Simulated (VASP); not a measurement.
Input of a VASP 6.6.1 run:

The input INCAR:

```
  ALGO = Normal
  EDIFF = 1E-6
  ENCUT = 520
  GGA = PE
  ISIF = 2
  ISMEAR = 0
  LASPH = T
  LCHARG = F
  LREAL = F
  LWAVE = F
  NBANDS = 35
  NELM = 80
  PREC = Accurate
  SIGMA = 0.02
```

Contents of KPOINTS:

```
k-points
0
Gamma
  6 6 6
```

File POSCAR:

```
Al2O3
1.0
    2.4042988054      1.3881225625      4.3749117449
   -2.4042988054      1.3881225625      4.3749117449
    0.0000000000     -2.7762451250      4.3749117449
Al O
4 6
Direct
    0.1478748935      0.1478748935      0.1478748935
    0.3521251065      0.3521251065      0.3521251065
    0.6478748935      0.6478748935      0.6478748935
    0.8521251065      0.8521251065      0.8521251065
    0.9438371958      0.5561628042      0.2500000000
    0.4438371958      0.7500000000      0.0561628042
    0.5561628042      0.2500000000      0.9438371958
    0.2500000000      0.9438371958      0.5561628042
    0.7500000000      0.0561628042      0.4438371958
    0.0561628042      0.4438371958      0.7500000000
```

Potentials or basis: VASP PAW PBE potentials, release 64 (Al, O).

Launch:

```console
$ cat potpaw_PBE.64/Al/POTCAR potpaw_PBE.64/O/POTCAR > POTCAR
$ mpirun -np 1 vasp_std > vasp.out
```

**Question.** What does it give for the largest force?

**Answer.** 0.008 eV/Å.

**Question.** Estimate the band gap on the k mesh.

**Answer.** 5.85 eV, direct.

Forces in eV/Å, atoms in the order of the input:
```
Al   0.000  0.000 -0.008
Al   0.000  0.000  0.008
Al   0.000  0.000 -0.008
Al   0.000  0.000  0.008
O   -0.002  0.000  0.000
O   -0.001 -0.001  0.000
O    0.001  0.001  0.000
O    0.001 -0.001  0.000
O   -0.001  0.001  0.000
O    0.002  0.000  0.000
```
